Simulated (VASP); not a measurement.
# KGeF3 (Cmmm) in VASP: a series of runs

KGeF3 is run at these levels: PBE, r2SCAN; tasks: single point.

Program: VASP 6.6.1. These are calculated values, not measurements. Logs are shortened: lines on timing, memory, paths and dates and some standing lists are left out, and cuts for length are marked.

## 1. The cell of the first run

The structure is orthorhombic, space group Cmmm (No. 65). The conventional cell has a = 6.112 Å, b = 6.298 Å, c = 4.388 Å, α = 90.00°, β = 90.00°, γ = 90.00°. K (site symmetry mmm) has 12 F at 3.06 to 3.15 Å and 8 Ge at 3.76 to 3.84 Å within 4.0 Å. Ge (site symmetry mmm) has 6 F at 2.19 Å within 2.9 Å. Within 2.9 Å of F (site symmetry mmm) lie 2 Ge at 2.19 Å. F (site symmetry 2/m) has 2 Ge at 2.19 Å within 2.9 Å.

## 2. Single point, PBE (shear xy strain -3.0%)

INCAR reads:

```
SYSTEM = KGeF3
PREC = Accurate
ENCUT = 520
EDIFF = 1E-7
ISMEAR = -1
SIGMA = 0.02
LREAL = .False.
LASPH = .True.
NELM = 100
ALGO = Normal
ISIF = 2
LWAVE = .False.
LCHARG = .True.
GGA = PE
LELF = .True.
LVHAR = .True.
NBANDS = 30
```

KPOINTS reads:

```
regular mesh
0
Gamma
  6 6 6
  0 0 0
```

POSCAR reads:

```
KGeF3
1.0
    4.3875292553     -0.0658129388      0.0000000000
   -0.0658129388      4.3875292553      0.0000000000
    0.0000000000      0.0000000000      4.3875292553
K Ge F
1 1 3
Direct
    0.0000000000      0.0000000000      0.0000000000
    0.5000000000      0.5000000000      0.5000000000
    0.5000000000      0.5000000000      0.0000000000
    0.5000000000      0.0000000000      0.5000000000
    0.0000000000      0.5000000000      0.5000000000
```

Potentials or basis: VASP PAW PBE potentials, release 64 (K_sv, Ge_d, F).

On the command line:

```console
$ cat potpaw_PBE.64/K_sv/POTCAR potpaw_PBE.64/Ge_d/POTCAR potpaw_PBE.64/F/POTCAR > POTCAR
$ mpirun -np 1 vasp_std > vasp.out
```

OUTCAR:

```text
SYSTEM = KGeF3
   PREC = Accurate
   ENCUT = 520
   EDIFF = 1E-7
   ISMEAR = -1
   LREAL = .False.
   LASPH = .True.
   NELM = 100
   ISIF = 2
   GGA = PE

 ion  position               nearest neighbor table
   1  0.000  0.000  0.000-
   2  0.500  0.500  0.500-   3 2.19   3 2.19   5 2.19   4 2.19   4 2.19   5 2.19
   3  0.500  0.500  0.000-   2 2.19   2 2.19
   4  0.500  0.000  0.500-   2 2.19   2 2.19
   5  0.000  0.500  0.500-   2 2.19   2 2.19

  LATTYP: Found a base centered orthorhombic cell.
 ALAT       =     6.1118298275
 B/A-ratio  =     1.0304568528
 C/A-ratio  =     0.7178749048

  Lattice vectors:

 A1 = (   4.3875292553,  -0.0658129388,   0.0000000000)
 A2 = (  -0.0658129388,   4.3875292553,   0.0000000000)
 A3 = (   0.0000000000,   0.0000000000,   4.3875292553)

Analysis of symmetry for initial positions (statically):
=====================================================================
 Subroutine PRICEL returns:
 Original cell was already a primitive cell.

 Routine SETGRP: Setting up the symmetry group for a
 base centered orthorhombic supercell.

 Subroutine GETGRP returns: Found  8 space group operations
 (whereof  8 operations were pure point group operations)
 out of a pool of  8 trial point group operations.

The static configuration has the point symmetry D_2h.

Analysis of symmetry for dynamics (positions and initial velocities):
=====================================================================
 Subroutine PRICEL returns:
 Original cell was already a primitive cell.

 Routine SETGRP: Setting up the symmetry group for a
 base centered orthorhombic supercell.

 Subroutine GETGRP returns: Found  8 space group operations
 (whereof  8 operations were pure point group operations)
 out of a pool of  8 trial point group operations.

The dynamic configuration has the point symmetry D_2h.

 Subroutine INISYM returns: Found  8 space group operations
 (whereof  8 operations are pure point group operations),
 and found     1 'primitive' translations

----------------------------------------------------------------------------------------

                                     Primitive cell

  volume of cell :      84.4427

  direct lattice vectors                    reciprocal lattice vectors
     4.387529255 -0.065812939  0.000000000     0.227970001  0.003419550  0.000000000
    -0.065812939  4.387529255  0.000000000     0.003419550  0.227970001  0.000000000
     0.000000000  0.000000000  4.387529255     0.000000000  0.000000000  0.227918708

  length of vectors
     4.388022825  4.388022825  4.387529255     0.227995647  0.227995647  0.227918708

  position of ions in fractional coordinates (direct lattice)
     0.000000000  0.000000000  0.000000000
     0.500000000  0.500000000  0.500000000
     0.500000000  0.500000000  0.000000000
     0.500000000  0.000000000  0.500000000
     0.000000000  0.500000000  0.500000000

  ion indices of the primitive-cell ions
   primitive index   ion index
                 1           1
                 2           2
                 3           3
                 4           4
                 5           5

----------------------------------------------------------------------------------------

 KPOINTS: regular mesh

Automatic generation of k-mesh.
 Grid dimensions read from file:
 generate k-points for:    6    6    6

 Generating k-lattice:

  Cartesian coordinates                     Fractional coordinates (reciprocal lattice)
     0.037995000  0.000569925  0.000000000     0.166666667 -0.000000000  0.000000000
     0.000569925  0.037995000  0.000000000    -0.000000000  0.166666667  0.000000000
     0.000000000  0.000000000  0.037986451     0.000000000  0.000000000  0.166666667

  Length of vectors
     0.037999274  0.037999274  0.037986451

  Shift w.r.t. Gamma in fractional coordinates (k-lattice)
     0.000000000  0.000000000  0.000000000

 Subroutine IBZKPT returns following result:
 ===========================================

 Found     52 irreducible k-points:

 Following reciprocal coordinates:
            Coordinates               Weight
  0.000000  0.000000  0.000000      1.000000
  0.166667 -0.000000  0.000000      4.000000
  0.333333  0.000000  0.000000      4.000000
  0.500000  0.000000  0.000000      2.000000
  0.166667  0.166667  0.000000      2.000000
  0.333333  0.166667  0.000000      4.000000
[... 16 lines left out ...]
  0.333333  0.333333  0.166667      4.000000
  0.500000  0.333333  0.166667      8.000000
 [... further k-points ...]
   k-points           NKPTS =     52   k-points in BZ     NKDIM =     52   number of bands    NBANDS=     30
   number of dos      NEDOS =    301   number of ions     NIONS =      5
   total plane-waves  NPLWV =  46656
   dimension x,y,z NGX =    36 NGY =   36 NGZ =   36
   dimension x,y,z NGXF=    72 NGYF=   72 NGZF=   72
   ions per type =               1   1   3
   NGX,Y,Z   is equivalent  to a cutoff of  13.64, 13.64, 13.64 a.u.
   NGXF,Y,Z  is equivalent  to a cutoff of  27.28, 27.28, 27.28 a.u.
 SYSTEM =  KGeF3
   PREC   = accura    normal or accurate (medium, high low for compatibility)
   ISTART =      0    job   : 0-new  1-cont  2-samecut
   ICHARG =      2    charge: 1-file 2-atom 10-const
   ISPIN  =      1    spin polarized calculation?
   LNONCOLLINEAR =      F non collinear calculations
   LSORBIT =      F    spin-orbit coupling
   LASPH  =      T    aspherical Exc in radial PAW
   ENCUT  =  520.0 eV  38.22 Ry    6.18 a.u.   8.16  8.16  8.16*2*pi/ulx,y,z
   NELM   =    100;   NELMIN=  2; NELMDL= -5     # of ELM steps
   EDIFF  = 0.1E-06   stopping-criterion for ELM
   LREAL  =      F    real-space projection
   EDIFFG = 0.1E-05   stopping-criterion for IOM
   NSW    =      0    number of steps for IOM
   IBRION =     -1    ionic relax: 0-MD 1-quasi-New 2-CG
   NFREE  =      0    steps in history (QN), initial steepest desc. (CG)
   ISIF   =      2    stress and relaxation
   ISYM   =      2    0-nonsym 1-usesym 2-fastsym
   POTIM  = 0.5000    time-step for ionic-motion
   TEBEG  =    0.0;   TEEND  =   0.0 temperature during run
   PSTRESS=    0.0 pullay stress
   NELECT =      44.0000    total number of electrons
   NUPDOWN=      -1.0000    fix difference up-down
   EMIN   =  10.00;   EMAX   =-10.00  energy-range for DOS
   EFERMI =   0.00;   METHOD = LEGACY
   ISMEAR =    -1;   SIGMA  =   0.02  broadening in eV -4-tet -1-fermi 0-gaus
   EFERMI_NEDOS =   21; number of points for ismear=-14 and -15
   IALGO  =     38    algorithm
   IMIX   =      4    mixing-type and parameters
     AMIX     =   0.40;   BMIX     =  1.00
     AMIX_MAG =   1.60;   BMIX_MAG =  1.00
  volume/ion in A,a.u.               =      16.89       113.97
  Fermi-wavevector in a.u.,A,eV,Ry     =   1.317361  2.489452 23.612110  1.735441
  Thomas-Fermi vector in A             =   2.447408
   LORBIT       =      0    0 simple, 1 ext, 2 COOP (PROOUT), +10 PAW based schemes
   GGA     = PE    functional components
   LHFCALC =     F    Hartree Fock is set to
   AEXX    =    0.0000 exact exchange contribution
   IVDW    =     0    specifies the selected vdW correction
   LEPSILON=     F    determine dielectric tensor
   LRPA    =     F    only Hartree local field effects (RPA)
 non-spin polarized calculation
  energy-cutoff  :      520.00
  volume of cell :       84.44
 maximum number of plane-waves:      2298
 NGX is ok and might be reduce to    36
   NGX = 17   NGY = 17   NGZ = 17

 number of electron      43.9999974 magnetization

 Free energy of the ion-electron system (eV)
  ---------------------------------------------------
  ext. energy  EPLUGINS =         0.00000000
  ---------------------------------------------------
  free energy    TOTEN  =       -22.62620911 eV

  energy without entropy =      -22.62620911  energy(sigma->0) =      -22.62620911

 E-fermi :   3.1285     XC(G=0):  -8.9131

 val. band max:        2.6371416010   @ k =   0.5000   0.5000   0.5000
 cond. band min:       4.3182404381   @ k =   0.5000   0.5000   0.5000
 fundamental gap:      1.6810988371
 Fermi energy:         3.1285474644

 k-point     1 :       0.0000    0.0000    0.0000
  band No.  band energies     occupation
      1     -28.3480      2.00000
      2     -22.9546      2.00000
      3     -22.9535      2.00000
      4     -22.7374      2.00000
      5     -22.7361      2.00000
      6     -22.7347      2.00000
[... 22 lines left out ...]
     29       9.2768      0.00000
     30       9.3582      0.00000

 k-point     2 :       0.1667   -0.0000    0.0000
  band No.  band energies     occupation
      1     -28.3467      2.00000
      2     -22.9542      2.00000
      3     -22.9267      2.00000
      4     -22.7375      2.00000
      5     -22.7364      2.00000
      6     -22.7348      2.00000
[... 22 lines left out ...]
     29       9.4446      0.00000
     30       9.7260      0.00000

 k-point     3 :       0.3333    0.0000    0.0000
  band No.  band energies     occupation
      1     -28.3440      2.00000
      2     -22.9540      2.00000
      3     -22.8713      2.00000
      4     -22.7378      2.00000
      5     -22.7368      2.00000
      6     -22.7350      2.00000
[... 22 lines left out ...]
     29       9.6892      0.00000
     30      10.3763      0.00000

 k-point     4 :       0.5000    0.0000    0.0000
  band No.  band energies     occupation
      1     -28.3426      2.00000
      2     -22.9538      2.00000
      3     -22.8429      2.00000
      4     -22.7380      2.00000
      5     -22.7370      2.00000
      6     -22.7351      2.00000
[... 616 lines left out ...]
     29       9.6860      0.00000
     30       9.7434      0.00000

 k-point    23 :       0.3333    0.3333    0.1667
  band No.  band energies     occupation
      1     -28.3395      2.00000
      2     -22.8837      2.00000
      3     -22.8128      2.00000
      4     -22.7384      2.00000
      5     -22.7376      2.00000
      6     -22.7358      2.00000
[... 22 lines left out ...]
     29       9.6364      0.00000
     30       9.7711      0.00000

 k-point    24 :       0.5000    0.3333    0.1667
  band No.  band energies     occupation
      1     -28.3385      2.00000
      2     -22.8789      2.00000
      3     -22.7819      2.00000
      4     -22.7386      2.00000
      5     -22.7378      2.00000
      6     -22.7359      2.00000
[... 22 lines left out ...]
     29       9.7949      0.00000
     30       9.9853      0.00000

 [... further k-points ...]
[... 5 lines left out ...]
  --------------------------------------------------------------------------------------
  -------------------------------------------------------------------------------------
  Total        1.2353558      1.2353558      1.2401869      0.2003067      0.0000000      0.0000000
  in kB       23.4390664     23.4390664     23.5307289      3.8005252      0.0000000      0.0000000
  external PRESSURE =      23.4696205 kB  Pullay stress =       0.0000000 kB

 VOLUME and BASIS-vectors are now :
 -----------------------------------------------------------------------------
  energy-cutoff  :      520.00
  volume of cell :       84.44
      direct lattice vectors                 reciprocal lattice vectors
     4.387529255 -0.065812939  0.000000000     0.227970001  0.003419550  0.000000000
    -0.065812939  4.387529255  0.000000000     0.003419550  0.227970001  0.000000000
     0.000000000  0.000000000  4.387529255     0.000000000  0.000000000  0.227918708

 POSITION                                       TOTAL-FORCE (eV/Angst)
 -----------------------------------------------------------------------------------
      0.00000      0.00000      0.00000        -0.000000      0.000000      0.000000
      2.16086      2.16086      2.19376         0.000000      0.000000      0.000000
      2.16086      2.16086      0.00000        -0.000000      0.000000      0.000000
      2.19376     -0.03291      2.19376        -0.000000      0.000000      0.000000
     -0.03291      2.19376      2.19376         0.000000      0.000000      0.000000
 -----------------------------------------------------------------------------------
    total drift:                                0.000000      0.000000      0.000000

  FREE ENERGIE OF THE ION-ELECTRON SYSTEM (eV)
  ---------------------------------------------------
  free  energy   TOTEN  =       -22.6262091050 eV

  energy  without entropy=      -22.6262091050  energy(sigma->0) =      -22.62620911
```

It took 2.4 min on 1 thread of Oxide Virtual Turin-like, shared host; peak memory 0.25 GiB.

Results:

```
Free energy            : -22.6262 eV
Pressure               : 2.3 GPa
Band gap on the k mesh : 1.68 eV
```

Stress tensor (GPa, compression positive):
```
2.34 0.38 0.00
0.38 2.34 0.00
0.00 0.00 2.35
```

Caveat: the cell differs from its parent crystal (shear xy strain -3.0%). A k mesh can miss the band edges.

## 3. Single point, r2SCAN (shear xy strain -3.0%)

POSCAR is that of step 2.

INCAR.step1 reads:

```
PREC = Accurate
ENCUT = 520
ISMEAR = 0
SIGMA = 0.01
LREAL = False
LASPH = True
NELM = 100
NBANDS = 30
GGA = PE
ALGO = Normal
EDIFF = 1E-4
LWAVE = True
LCHARG = False
```

INCAR.step2 reads:

```
PREC = Accurate
ENCUT = 520
EDIFF = 1E-6
ISMEAR = 0
SIGMA = 0.01
LREAL = False
LASPH = True
NELM = 100
ALGO = Normal
ISIF = 2
LWAVE = False
LCHARG = False
METAGGA = R2SCAN
LMIXTAU = True
NBANDS = 30
ISTART = 1
```

KPOINTS reads:

```
regular mesh
0
Gamma
  6 6 6
```

Potentials or basis: VASP PAW PBE potentials, release 64 (K_sv, Ge_d, F).

On the command line:

```console
$ cat potpaw_PBE.64/K_sv/POTCAR potpaw_PBE.64/Ge_d/POTCAR potpaw_PBE.64/F/POTCAR > POTCAR
$ cp INCAR.step1 INCAR
$ mpirun -np 1 vasp_std > vasp.out
$ cp INCAR.step2 INCAR
$ mpirun -np 1 vasp_std > vasp.out
```

Wall time 9.8 min (1 thread of Oxide Virtual Turin-like, shared host); peak memory 0.26 GiB.

Results (log left out):

* Free energy: -41.2022 eV
* Pressure: -0.2 GPa
* Band gap on the k mesh: 1.92 eV

Stress tensor (GPa, compression positive):
```
-0.19  0.37  0.00
 0.37 -0.19  0.00
 0.00  0.00 -0.18
```

Levels at points of the mesh, in eV from the valence-band top:
```csv
k point,band 19,band 20,band 21,band 22,band 23,band 24,band 25,band 26
"(0.00, 0.00, 0.00)",-5.63,-5.60,-5.58,-5.53,3.55,5.21,5.22,5.91
"(0.50, 0.00, 0.00)",-5.77,-5.65,-5.65,-2.94,2.58,5.40,5.41,6.01
"(0.50, 0.50, 0.00)",-5.88,-5.84,-5.23,-1.35,2.60,2.75,5.38,5.85
"(0.00, 0.00, 0.50)",-5.76,-5.71,-5.58,-2.94,2.59,5.23,5.60,5.98
"(0.50, 0.00, 0.50)",-5.87,-5.86,-5.24,-1.35,2.67,2.68,5.39,5.85
"(0.50, 0.50, 0.50)",-5.24,-5.23,-5.22,0.00,1.92,2.03,2.14,7.60
```

Caveat: the cell differs from its parent crystal (shear xy strain -3.0%); the PAW data sets were made with another functional, which shifts forces and pressure a little.
